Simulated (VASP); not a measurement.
## Au: single point with PBE

Au:

```
Au
1.0
     0.00000   -2.04550   -2.04550
     0.00000    2.04550   -2.04550
     4.09100    0.00000    0.00000
Au
2
Direct
  0.50000 0.50000 0.51222
  0.00000 0.00000 0.98778
```

This cell differs from its parent crystal: atoms displaced along a vibrational mode.

```
Program             : VASP 6.6.1
Task                : single point
Functional          : PBE
Potentials or basis : VASP PAW PBE potentials, release 64 (Au)
Cutoff              : 520 eV
k mesh              : 16 × 16 × 12
Occupations         : gaussian, width 0.15 eV
Spin                : no spin polarisation
```

```json
{"Pressure": "8.5 GPa", "Largest force": "0.864 eV/Å", "Band gap on the k mesh": "zero (bands 11 and 12 overlap by 7.22 eV)"}
```

Forces in eV/Å, atoms in the order of the input:
```
Au  -0.864  0.000  0.000
Au   0.864  0.000  0.000
```

Stress tensor (GPa, compression positive):
```
8.24 0.00 0.00
0.00 8.71 0.00
0.00 0.00 8.71
```

Levels at points of the mesh, in eV from the Fermi level:
```csv
k point,band 7,band 8,band 9,band 10,band 11,band 12,band 13,band 14,band 15,band 16
"(0.00, 0.00, 0.00)",-3.21,-3.19,-2.02,-1.67,-1.67,1.07,5.69,9.99,9.99,14.54
"(0.50, 0.00, 0.00)",-3.90,-3.90,-3.08,-3.08,-0.31,-0.31,8.34,8.34,10.39,10.39
"(0.50, 0.50, 0.00)",-1.68,-1.68,-1.67,-1.67,1.03,1.03,5.73,5.73,10.03,10.03
"(0.00, 0.00, 0.50)",-3.69,-3.69,-3.25,-3.25,-2.81,-2.48,14.46,14.46,15.06,15.06
"(0.50, 0.00, 0.50)",-2.02,-2.02,-1.97,-1.97,-0.93,-0.93,3.03,3.03,14.01,14.01
"(0.50, 0.50, 0.50)",-3.30,-3.30,-1.67,-1.67,4.69,4.69,5.89,5.89,6.69,6.69
```

Wall time 3.1 min on 1 thread of Intel Xeon 8259CL (shared host), peak memory 0.27 GiB.

Caveat: the cell differs from its parent crystal (atoms displaced along a vibrational mode); the cell stands under pressure; spin-orbit coupling is left out, which moves the levels of the heavy elements.
